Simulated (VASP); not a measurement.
# TiAl (P4/mmm) in VASP: further runs

The runs below take TiAl through single point, with PBEsol.

Program: VASP 6.6.1. These are calculated values, not measurements. Logs are shortened: lines on timing, memory, paths and dates and some standing lists are left out, and cuts for length are marked.

**1. The cell of the first run**

Symmetry: P4/mmm, No. 123, tetragonal system. Conventional cell: a = 2.959 Å, b = 2.959 Å, c = 3.400 Å, α = 90.00°, β = 90.00°, γ = 90.00°. Ti (site symmetry 4/mmm) has 8 Al at 2.70 Å and 6 Ti at 2.96 to 3.40 Å within 3.6 Å. Al (site symmetry 4/mmm) has 8 Ti at 2.70 Å and 6 Al at 2.96 to 3.40 Å within 3.6 Å.

**2. Single point, PBEsol (14.88 Å³/atom)**

File INCAR:

```
SYSTEM = TiAl
PREC = Accurate
ENCUT = 500
EDIFF = 1E-6
ISMEAR = 0
SIGMA = 0.15
LREAL = .FALSE.
LASPH = .TRUE.
NELM = 120
ALGO = Normal
ISIF = 2
LWAVE = .FALSE.
LCHARG = .FALSE.
GGA = PS
NBANDS = 14
GGA_COMPAT = .FALSE.
```

File KPOINTS:

```
regular mesh
0
G
  16 16 16
  0 0 0
```

File POSCAR:

```
TiAl
1.0
    2.9588163728      0.0000000000      0.0000000000
    0.0000000000      2.9588163728      0.0000000000
    0.0000000000      0.0000000000      3.4002717756
Ti Al
1 1
Direct
    0.0000000000      0.0000000000      0.0000000000
    0.5000000000      0.5000000000      0.5000000000
```

Potentials or basis: VASP PAW PBE potentials, release 64 (Ti_sv, Al).

On the command line:

```sh
cat potpaw_PBE.64/Ti_sv/POTCAR potpaw_PBE.64/Al/POTCAR > POTCAR
mpirun -np 1 vasp_std > vasp.out
```

OUTCAR:

```text
SYSTEM = TiAl
   PREC = Accurate
   ENCUT = 500
   EDIFF = 1E-6
   ISMEAR = 0
   LREAL = .FALSE.
   LASPH = .TRUE.
   NELM = 120
   ISIF = 2
   GGA = PS

 ion  position               nearest neighbor table
   1  0.000  0.000  0.000-   2 2.70   2 2.70   2 2.70   2 2.70   2 2.70   2 2.70   2 2.70   2 2.70

   2  0.500  0.500  0.500-   1 2.70   1 2.70   1 2.70   1 2.70   1 2.70   1 2.70   1 2.70   1 2.70

  LATTYP: Found a simple tetragonal cell.
 ALAT       =     2.9588163728
 C/A-ratio  =     1.1492000000

  Lattice vectors:

 A1 = (   2.9588163728,   0.0000000000,   0.0000000000)
 A2 = (   0.0000000000,   2.9588163728,   0.0000000000)
 A3 = (   0.0000000000,   0.0000000000,   3.4002717756)

Analysis of symmetry for initial positions (statically):
=====================================================================
 Subroutine PRICEL returns:
 Original cell was already a primitive cell.

 Routine SETGRP: Setting up the symmetry group for a
 simple tetragonal supercell.

 Subroutine GETGRP returns: Found 16 space group operations
 (whereof 16 operations were pure point group operations)
 out of a pool of 16 trial point group operations.

The static configuration has the point symmetry D_4h.

Analysis of symmetry for dynamics (positions and initial velocities):
=====================================================================
 Subroutine PRICEL returns:
 Original cell was already a primitive cell.

 Routine SETGRP: Setting up the symmetry group for a
 simple tetragonal supercell.

 Subroutine GETGRP returns: Found 16 space group operations
 (whereof 16 operations were pure point group operations)
 out of a pool of 16 trial point group operations.

The dynamic configuration has the point symmetry D_4h.

 Subroutine INISYM returns: Found 16 space group operations
 (whereof 16 operations are pure point group operations),
 and found     1 'primitive' translations

----------------------------------------------------------------------------------------

                                     Primitive cell

  volume of cell :      29.7680

  direct lattice vectors                    reciprocal lattice vectors
     2.958816373  0.000000000  0.000000000     0.337972984  0.000000000  0.000000000
     0.000000000  2.958816373  0.000000000     0.000000000  0.337972984  0.000000000
     0.000000000  0.000000000  3.400271776     0.000000000  0.000000000  0.294094139

  length of vectors
     2.958816373  2.958816373  3.400271776     0.337972984  0.337972984  0.294094139

  position of ions in fractional coordinates (direct lattice)
     0.000000000  0.000000000  0.000000000
     0.500000000  0.500000000  0.500000000

  ion indices of the primitive-cell ions
   primitive index   ion index
                 1           1
                 2           2

----------------------------------------------------------------------------------------

 KPOINTS: regular mesh

Automatic generation of k-mesh.
 Grid dimensions read from file:
 generate k-points for:   16   16   16

 Generating k-lattice:

  Cartesian coordinates                     Fractional coordinates (reciprocal lattice)
     0.021123312  0.000000000  0.000000000     0.062500000  0.000000000  0.000000000
     0.000000000  0.021123312  0.000000000     0.000000000  0.062500000  0.000000000
     0.000000000  0.000000000  0.018380884     0.000000000  0.000000000  0.062500000

  Length of vectors
     0.021123312  0.021123312  0.018380884

  Shift w.r.t. Gamma in fractional coordinates (k-lattice)
     0.000000000  0.000000000  0.000000000

 Subroutine IBZKPT returns following result:
 ===========================================

 Found    405 irreducible k-points:

 Following reciprocal coordinates:
            Coordinates               Weight
  0.000000  0.000000  0.000000      1.000000
  0.062500  0.000000  0.000000      4.000000
  0.125000  0.000000  0.000000      4.000000
  0.187500  0.000000  0.000000      4.000000
  0.250000  0.000000  0.000000      4.000000
  0.312500  0.000000  0.000000      4.000000
[... 16 lines left out ...]
  0.437500  0.125000  0.000000      8.000000
  0.500000  0.125000  0.000000      4.000000
 [... further k-points ...]
   k-points           NKPTS =    405   k-points in BZ     NKDIM =    405   number of bands    NBANDS=     14
   number of dos      NEDOS =    301   number of ions     NIONS =      2
   total plane-waves  NPLWV =  16128
   dimension x,y,z NGX =    24 NGY =   24 NGZ =   28
   dimension x,y,z NGXF=    48 NGYF=   48 NGZF=   56
   ions per type =               1   1
   NGX,Y,Z   is equivalent  to a cutoff of  13.48, 13.48, 13.69 a.u.
   NGXF,Y,Z  is equivalent  to a cutoff of  26.97, 26.97, 27.38 a.u.
 SYSTEM =  TiAl
   PREC   = accura    normal or accurate (medium, high low for compatibility)
   ISTART =      0    job   : 0-new  1-cont  2-samecut
   ICHARG =      2    charge: 1-file 2-atom 10-const
   ISPIN  =      1    spin polarized calculation?
   LNONCOLLINEAR =      F non collinear calculations
   LSORBIT =      F    spin-orbit coupling
   LASPH  =      T    aspherical Exc in radial PAW
   ENCUT  =  500.0 eV  36.75 Ry    6.06 a.u.   5.39  5.39  6.20*2*pi/ulx,y,z
   NELM   =    120;   NELMIN=  2; NELMDL= -5     # of ELM steps
   EDIFF  = 0.1E-05   stopping-criterion for ELM
   LREAL  =      F    real-space projection
   EDIFFG = 0.1E-04   stopping-criterion for IOM
   NSW    =      0    number of steps for IOM
   IBRION =     -1    ionic relax: 0-MD 1-quasi-New 2-CG
   NFREE  =      0    steps in history (QN), initial steepest desc. (CG)
   ISIF   =      2    stress and relaxation
   ISYM   =      2    0-nonsym 1-usesym 2-fastsym
   POTIM  = 0.5000    time-step for ionic-motion
   TEBEG  =    0.0;   TEEND  =   0.0 temperature during run
   PSTRESS=    0.0 pullay stress
   NELECT =      15.0000    total number of electrons
   NUPDOWN=      -1.0000    fix difference up-down
   EMIN   =  10.00;   EMAX   =-10.00  energy-range for DOS
   EFERMI =   0.00;   METHOD = LEGACY
   ISMEAR =     0;   SIGMA  =   0.15  broadening in eV -4-tet -1-fermi 0-gaus
   EFERMI_NEDOS =   21; number of points for ismear=-14 and -15
   IALGO  =     38    algorithm
   IMIX   =      4    mixing-type and parameters
     AMIX     =   0.40;   BMIX     =  1.00
     AMIX_MAG =   1.60;   BMIX_MAG =  1.00
  volume/ion in A,a.u.               =      14.88       100.44
  Fermi-wavevector in a.u.,A,eV,Ry     =   1.302733  2.461808 23.090623  1.697113
  Thomas-Fermi vector in A             =   2.433781
   LORBIT       =      0    0 simple, 1 ext, 2 COOP (PROOUT), +10 PAW based schemes
   GGA     = PS    functional components
   LHFCALC =     F    Hartree Fock is set to
   AEXX    =    0.0000 exact exchange contribution
   IVDW    =     0    specifies the selected vdW correction
   LEPSILON=     F    determine dielectric tensor
   LRPA    =     F    only Hartree local field effects (RPA)
 non-spin polarized calculation
 Gauss-broadening in eV      SIGMA  =   0.15
  energy-cutoff  :      500.00
  volume of cell :       29.77
 maximum number of plane-waves:       774
 NGX is ok and might be reduce to    24
   NGX = 11   NGY = 11   NGZ = 13

 number of electron      14.9999998 magnetization

 Free energy of the ion-electron system (eV)
  ---------------------------------------------------
  ext. energy  EPLUGINS =         0.00000000
  ---------------------------------------------------
  free energy    TOTEN  =       -13.03374362 eV

  energy without entropy =      -13.00806674  energy(sigma->0) =      -13.02090518

 E-fermi :   9.3596     XC(G=0): -11.5218

 val. band max:        9.3586031595   @ k =   0.2500   0.0625   0.1875
 cond. band min:       9.3596963664   @ k =   0.4375   0.3125   0.1250
 fundamental gap:      0.0010932069
 Fermi energy:         9.3596349129

 k-point     1 :       0.0000    0.0000    0.0000
  band No.  band energies     occupation
      1     -47.0019      2.00000
      2     -23.4186      2.00000
      3     -23.2080      2.00000
      4     -23.2080      2.00000
      5      -0.1151      2.00000
      6       7.6229      2.00000
      7       8.0610      2.00000
      8      11.3266      0.00000
      9      11.3266      0.00000
     10      11.9063      0.00000
     11      11.9924      0.00000
     12      15.6887      0.00000
     13      15.6887      0.00000
     14      18.2866      0.00000

 k-point     2 :       0.0625    0.0000    0.0000
  band No.  band energies     occupation
      1     -47.0005      2.00000
      2     -23.4172      2.00000
      3     -23.2212      2.00000
      4     -23.2068      2.00000
      5      -0.0425      2.00000
      6       7.6581      2.00000
      7       8.0651      2.00000
      8      10.9271      0.00000
      9      11.3382      0.00000
     10      11.8912      0.00000
     11      12.3427      0.00000
     12      15.2144      0.00000
     13      15.8277      0.00000
     14      18.2323      0.00000

 k-point     3 :       0.1250    0.0000    0.0000
  band No.  band energies     occupation
      1     -46.9966      2.00000
      2     -23.4132      2.00000
      3     -23.2589      2.00000
      4     -23.2036      2.00000
      5       0.1738      2.00000
      6       7.7430      2.00000
      7       8.0633      2.00000
      8      10.3769      0.00000
      9      11.3716      0.00000
     10      11.6319      0.00000
     11      13.0068      0.00000
     12      14.3097      0.00000
     13      16.2036      0.00000
     14      18.0415      0.00000

 k-point     4 :       0.1875    0.0000    0.0000
  band No.  band energies     occupation
      1     -46.9907      2.00000
      2     -23.4073      2.00000
      3     -23.3148      2.00000
      4     -23.1986      2.00000
      5       0.5283      2.00000
      6       7.7329      2.00000
      7       8.0979      2.00000
      8       9.8670      0.00000
      9      11.2997      0.00000
     10      11.4223      0.00000
     11      13.4999      0.00000
     12      13.7160      0.00000
     13      16.7412      0.00000
     14      17.7145      0.00000

 k-point     5 :       0.2500    0.0000    0.0000
  band No.  band energies     occupation
      1     -46.9837      2.00000
      2     -23.4003      2.00000
      3     -23.3802      2.00000
      4     -23.1928      2.00000
      5       1.0128      2.00000
      6       7.3880      2.00000
      7       8.2749      2.00000
      8       9.4246      0.54047
      9      10.9637      0.00000
     10      11.4830      0.00000
     11      13.0221      0.00000
[... 276 lines left out ...]
 k-point    22 :       0.3750    0.1250    0.0000
  band No.  band energies     occupation
      1     -46.9657      2.00000
      2     -23.4927      2.00000
      3     -23.3821      2.00000
      4     -23.2303      2.00000
      5       2.5632      2.00000
      6       6.0655      2.00000
      7       8.8031      2.00000
      8       8.9071      1.99998
      9      10.1245      0.00000
     10      11.1367      0.00000
     11      13.0826      0.00000
     12      16.5059      0.00000
     13      16.5619      0.00000
     14      17.4659      0.00000

 k-point    23 :       0.4375    0.1250    0.0000
  band No.  band energies     occupation
      1     -46.9617      2.00000
      2     -23.5285      2.00000
      3     -23.3782      2.00000
      4     -23.2266      2.00000
      5       3.3370      2.00000
      6       5.1747      2.00000
      7       8.7517      2.00000
      8       9.0201      1.99863
      9       9.9211      0.00000
     10      11.1853      0.00000
     11      13.2617      0.00000
     12      16.3245      0.00000
     13      17.3422      0.00000
     14      18.1280      0.00000

 k-point    24 :       0.5000    0.1250    0.0000
  band No.  band energies     occupation
      1     -46.9604      2.00000
      2     -23.5411      2.00000
      3     -23.3768      2.00000
      4     -23.2254      2.00000
      5       3.9865      2.00000
      6       4.4805      2.00000
      7       8.6989      2.00000
      8       9.1206      1.97577
      9       9.8251      0.00001
     10      11.2029      0.00000
     11      13.3491      0.00000
     12      16.2286      0.00000
     13      17.9169      0.00000
     14      18.7108      0.00000

 [... further k-points ...]

------------------------ aborting loop because EDIFF is reached ----------------------------------------

  FORCE on cell =-STRESS in cart. coord.  units (eV):
  Direction    XX          YY          ZZ          XY          YZ          ZX
  --------------------------------------------------------------------------------------
  -------------------------------------------------------------------------------------
  Total        0.7923054      0.7923054      2.5559803      0.0000000      0.0000000      0.0000000
  in kB       42.6435676     42.6435676    137.5683201      0.0000000      0.0000000      0.0000000
  external PRESSURE =      74.2851518 kB  Pullay stress =       0.0000000 kB

 VOLUME and BASIS-vectors are now :
 -----------------------------------------------------------------------------
  energy-cutoff  :      500.00
  volume of cell :       29.77
      direct lattice vectors                 reciprocal lattice vectors
     2.958816373  0.000000000  0.000000000     0.337972984  0.000000000  0.000000000
     0.000000000  2.958816373  0.000000000     0.000000000  0.337972984  0.000000000
     0.000000000  0.000000000  3.400271776     0.000000000  0.000000000  0.294094139

 POSITION                                       TOTAL-FORCE (eV/Angst)
 -----------------------------------------------------------------------------------
      0.00000      0.00000      0.00000         0.000000      0.000000      0.000000
      1.47941      1.47941      1.70014         0.000000      0.000000      0.000000
 -----------------------------------------------------------------------------------
    total drift:                                0.000000      0.000000      0.000000

  FREE ENERGIE OF THE ION-ELECTRON SYSTEM (eV)
  ---------------------------------------------------
  free  energy   TOTEN  =       -13.0337436158 eV

  energy  without entropy=      -13.0080667436  energy(sigma->0) =      -13.02090518
```

Wall time 2.8 min (1 thread of Intel Xeon 8259CL, shared host); peak memory 0.28 GiB.

What came out:

| Quantity | Value |
| --- | --- |
| Free energy | -13.0337 eV |
| Pressure | 7.4 GPa |
| Band gap on the k mesh | zero (an odd number of electrons rules out a gap without spin polarisation) |

Levels at points of the mesh, in eV from the Fermi level:
```tsv
k point	band 5	band 6	band 7	band 8	band 9	band 10	band 11	band 12
(0.00, 0.00, 0.00)	-9.47	-1.74	-1.30	1.97	1.97	2.55	2.63	6.33
(0.50, 0.00, 0.00)	-5.49	-5.17	-0.78	-0.42	0.89	2.29	4.04	6.42
(0.50, 0.50, 0.00)	-4.48	-1.45	-1.45	-1.23	0.17	0.17	3.67	5.70
(0.00, 0.00, 0.50)	-6.83	-5.43	-0.70	0.84	0.84	2.31	2.73	6.99
(0.50, 0.00, 0.50)	-5.30	-2.56	-1.72	-1.48	1.17	1.43	2.64	5.28
(0.50, 0.50, 0.50)	-3.15	-3.12	-3.12	1.39	2.83	2.86	3.59	3.59
```

Caveat: the cell stands under pressure; the PAW data sets were made with another functional, which shifts forces and pressure a little.

(Continued in part 2 of 2.)
